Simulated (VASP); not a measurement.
Runs of VASP 6.6.1 on Ge2As3. The structure is that of space group P6/mmm (No. 191), or close to it. The cells are those of the table. 

```csv
task,cell,k mesh,cutoff (eV),gap on the mesh (eV),pressure (GPa),largest force (eV/Å)
single point,"a = 4.584, b = 4.584, c = 7.873 Å, angles 90.0, 90.0, 120.0°, 5 atoms",12 × 12 × 6,520,none,0.1,0.02
relaxation of cell and atoms,"relaxed from a = 4.258, b = 4.258, c = 8.282 Å, angles 90.0, 90.0, 120.0°, 5 atoms",6 × 6 × 2,600,none,0.0,0.02
single point,"a = 4.567, b = 4.567, c = 8.082 Å, angles 90.0, 90.0, 120.0°, 5 atoms",6 × 6 × 2,520,none,0.1,(a)
single point,"a = 4.258, b = 4.258, c = 8.282 Å, angles 90.0, 90.0, 120.0°, 5 atoms",6 × 6 × 2,520,none,13.1,5.99
```

Alike in all rows: level PBE; potentials or basis VASP PAW PBE potentials, release 64 (Ge_d, As); no spin polarisation; smearing gaussian 0.1 eV.

Problem. Estimate the missing entries.

Solution. (a) 0.03.

Caveats: some runs use coarse meshes; forces of over 1 eV/Å act on the atoms, so gaps and moduli don't describe the material at rest (some runs).

A k mesh can miss the band edges, and the runs leave out spin-orbit coupling on As, Ge.

A gap of «none» marks levels without a gap at the run's occupations.
